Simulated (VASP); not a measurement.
# Hg: single point with LDA

Crystal: Hg.

```xyz
1
Lattice="1.7463 1.0082 2.1479 -1.7463 1.0082 2.1479 0.0000 -2.0165 2.1479" Properties=species:S:1:pos:R:3 pbc="T T T"
Hg   -1.7463    1.0082    2.1479
```

| Quantity | Value |
| --- | --- |
| Program | VASP 6.6.1 |
| Task | single point |
| Functional | LDA |
| Potentials or basis | VASP PAW LDA potentials, release 64 (Hg) |
| Cutoff | 520 eV |
| k mesh | 17 × 17 × 17 |
| Occupations | fermi-dirac, width 0.1 eV |
| Spin | no spin polarisation |
| Dipole correction | no |
| Further INCAR settings | ALGO = Normal; EDIFF = 1e-06; NBANDS = 12 |

| Property | Result |
| --- | --- |
| Pressure | 0.7 GPa |
| Band gap on the k mesh | zero (band 6 reaches 4.37 eV, above the bottom of band 7 at 0.99 eV) |

Stress tensor (GPa, compression positive):
```
0.59 0.00 0.00
0.00 0.59 0.00
0.00 0.00 0.95
```

Levels at points of the mesh, in eV from the Fermi level:
```
           k point  band 2  band 3  band 4  band 5  band 6  band 7  band 8  band 9  band 10  band 11
(0.00, 0.00, 0.00)   -8.03   -8.03   -6.35   -6.24   -6.24   12.01   12.43   12.43    17.06    18.40
```

Wall time 45 s on 1 thread of Intel(R) Xeon(R) Platinum 8259CL CPU @ 2.50GHz (Skylake/Cascade Lake), on a shared host, peak memory 0.23 GiB.

Caveat: spin-orbit coupling is left out, which moves the levels of the heavy elements.
